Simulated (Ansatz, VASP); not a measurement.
## Zr: VASP beside Ansatz

```
CELL_PARAMETERS angstrom
3.16602 0.00000 0.00000
-1.58301 2.74185 0.00000
0.00000 0.00000 5.04193
ATOMIC_POSITIONS crystal
Zr 0.33333 0.66667 0.25000
Zr 0.66667 0.33333 0.75000
```

Change from the starting cell: volume scaled by 0.94, crystal datasets.

Alike in both runs: task electric field gradients; functional LDA; k mesh 13 × 13 × 7; occupations fermi-dirac, width 0.03 eV; no spin polarisation.

|  | VASP | Ansatz |
| --- | --- | --- |
| version | VASP 6.6.1 | Ansatz 0.2.0 |
| potentials or method | VASP PAW LDA potentials, release 64 (Zr_sv), cutoff 520 eV | all-electron PAW with datasets made for the crystal, scalar-relativistic |

Ansatz gave:

```
pressure (GPa)                                                : -0.4
traceless stress, the component that is largest in VASP (GPa) : 0.78
size of Vzz on the site where it differs most (V/Å²)          : 50.2
```

Task: What did VASP give for the same quantities?

Result: Pressure (GPa): -0.3; traceless stress, the component that is largest in VASP (GPa): 0.80; size of Vzz on the site where it differs most (V/Å²): 50.0.

LDA's correlation is that of Perdew and Zunger in VASP and of Perdew and Wang (1992) in Ansatz. Ansatz ran all-electron here, and VASP with PAW potentials.
